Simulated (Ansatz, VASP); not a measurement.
Two plane-wave programs on BeSb

```
Be Sb
1.0
     3.37992    0.00000    0.00000
     0.00000    3.37992    0.00000
     0.00000    0.00000    3.27441
Be Sb
1 1
Direct
  0.50000 0.50000 0.55021
  0.00000 0.00000 0.94979
```

Alike in both runs: functional PBE; k mesh 6 × 6 × 6; occupations gaussian, width 0.1 eV; no spin polarisation.

Ansatz relaxed the structure, and its values are those at the end. VASP's run is a single point on that final structure, the one shown.

|  | VASP | Ansatz |
| --- | --- | --- |
| version | VASP 6.6.1 | Ansatz 0.2.0 |
| potentials or method | VASP PAW PBE potentials, release 64 (Be, Sb), cutoff 520 eV | scalar-relativistic, plane waves, PAW |
| valence electrons in the cell | 7 | 17 |

VASP gave:

```
gap on the k mesh at the Fermi level (eV) : none
pressure (GPa)                            : 0.2
rms of the force components (eV/Å)        : 0.006
```

What did Ansatz give for the same quantities?

gap on the k mesh at the Fermi level (eV): none; pressure (GPa): 0.1; rms of the force components (eV/Å): 0.000.

A gap of «none» marks a metal or a gap that the smearing closes. With one functional, cell and mesh, what is left measures potentials, basis and numerics. VASP's potentials hold 7 valence electrons a cell and Ansatz's 17, so a difference there can come from the potentials and not from the codes.

Neither program's run includes spin-orbit coupling.
